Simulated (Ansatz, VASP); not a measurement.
C: VASP beside Ansatz

File INCAR:

```
ALGO = Normal
EDIFF = 1E-6
ENCUT = 520
ISIF = 2
ISMEAR = 0
LASPH = T
LCHARG = F
LREAL = F
LWAVE = F
NBANDS = 21
NELM = 60
PREC = Accurate
SIGMA = 0.05
```

Contents of KPOINTS:

```
k-points
0
Gamma
  12 12 3
```

File POSCAR:

```
C
1.0
   -1.2225127310     -2.1174541629      0.0000000000
    1.2225127310     -2.1174541629      0.0000000000
    0.0000000000      0.0000000000      9.9179937839
C
6
Direct
    1.0000000000      1.0000000000      0.1665711723
    0.3333333333      0.3333333333      0.4999045056
    0.6666666667      0.6666666667      0.8332378389
    1.0000000000      1.0000000000      0.8334288277
    0.3333333333      0.3333333333      0.1667621611
    0.6666666667      0.6666666667      0.5000954944
```

Input for Ansatz:

```yaml
crystal:
  lattice:
    - [-1.222512731, -2.1174541629, 0.0]
    - [1.222512731, -2.1174541629, 0.0]
    - [0.0, 0.0, 9.9179937839]
  atoms:
    - { symbol: C, position: [1.0, 1.0, 0.1665711723] }
    - { symbol: C, position: [0.3333333333, 0.3333333333, 0.4999045056] }
    - { symbol: C, position: [0.6666666667, 0.6666666667, 0.8332378389] }
    - { symbol: C, position: [1.0, 1.0, 0.8334288277] }
    - { symbol: C, position: [0.3333333333, 0.3333333333, 0.1667621611] }
    - { symbol: C, position: [0.6666666667, 0.6666666667, 0.5000954944] }
basis:
  ecutwfc: 420
kpoints:
  mp_grid: { grid: [12, 12, 3] }
hamiltonian:
  xc: lda
scf:
  occupations: { method: gaussian, width: 0.05 }
output:
  forces: true
  stress: true
  eigenvalues: true
  write_density: true
  write_potential: true
  elf: true
  volumetric_format: npy
```

Alike in both runs: task single point; functional LDA; k mesh 12 × 12 × 3; occupations gaussian, width 0.05 eV; no spin polarisation.

|  | VASP | Ansatz |
| --- | --- | --- |
| version | VASP 6.6.1 | Ansatz 0.2.0 |
| potentials or method | VASP PAW LDA potentials, release 64 (C), cutoff 520 eV | scalar-relativistic, plane waves, PAW |
| valence electrons in the cell | 24 | 24 |

```csv
,VASP,Ansatz,Ansatz less VASP
gap on the k mesh at the Fermi level (eV),0.73,0.72,-0.001
least direct gap on the mesh (eV),0.73,0.72,-0.001
pressure (GPa),0.8,0.0,-0.82
"traceless stress, the component that is largest in VASP (GPa)",-0.95,-0.01,+0.938
```

LDA's correlation is that of Perdew and Zunger in VASP and of Perdew and Wang (1992) in Ansatz.
